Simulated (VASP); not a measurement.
Set up this calculation in VASP 6.6.1, as the native input.

- Task: single point
- Functional: r2SCAN
- Potentials or basis: VASP PAW PBE potentials, release 64 (Na_pv, F)
- Cutoff: 520 eV
- k mesh: 8 × 8 × 8
- Occupations: gaussian, width 0.05 eV
- Spin: no spin polarisation
- Dipole correction: no
- Further INCAR settings: ALGO = Normal; EDIFF = 1e-06; NBANDS = 14

NaF:

```
CELL_PARAMETERS angstrom
0.00000 2.31235 2.31235
2.31235 0.00000 2.31235
2.31235 2.31235 0.00000
ATOMIC_POSITIONS crystal
Na 0.00000 0.00000 0.00000
F 0.50000 0.50000 0.50000
```

The input as run:

POSCAR

```
NaF
1.0
    0.0000000000      2.3123497638      2.3123497638
    2.3123497638      0.0000000000      2.3123497638
    2.3123497638      2.3123497638      0.0000000000
Na F
1 1
Direct
    0.0000000000      0.0000000000      0.0000000000
    0.5000000000      0.5000000000      0.5000000000
```

INCAR.step1

```
ALGO = Normal
EDIFF = 1E-4
ENCUT = 520
GGA = PE
ISMEAR = 0
LASPH = T
LCHARG = F
LREAL = F
LWAVE = T
NBANDS = 14
NELM = 60
PREC = Accurate
SIGMA = 0.05
```

INCAR.step2

```
ALGO = Normal
EDIFF = 1E-6
ENCUT = 520
ISIF = 2
ISMEAR = 0
ISTART = 1
LASPH = T
LCHARG = F
LMIXTAU = T
LREAL = F
LWAVE = F
METAGGA = R2SCAN
NBANDS = 14
NELM = 60
PREC = Accurate
SIGMA = 0.05
```

KPOINTS

```
k-points
0
Gamma
  8 8 8
```

Potentials or basis: VASP PAW PBE potentials, release 64 (Na_pv, F).

The run is started by

```bash
$ cat potpaw_PBE.64/Na_pv/POTCAR potpaw_PBE.64/F/POTCAR > POTCAR
$ cp INCAR.step1 INCAR
$ mpirun -np 1 vasp_std > vasp.out
$ cp INCAR.step2 INCAR
$ mpirun -np 1 vasp_std > vasp.out
```

Results of the run:

```json
{"Pressure": "-1.7 GPa", "Band gap on the k mesh": "7.21 eV"}
```

Caveat: the PAW data sets were made with another functional, which shifts forces and pressure a little.

It took 41 s on 1 thread of Intel Xeon 8259CL, on a shared host, peak memory 0.14 GiB.
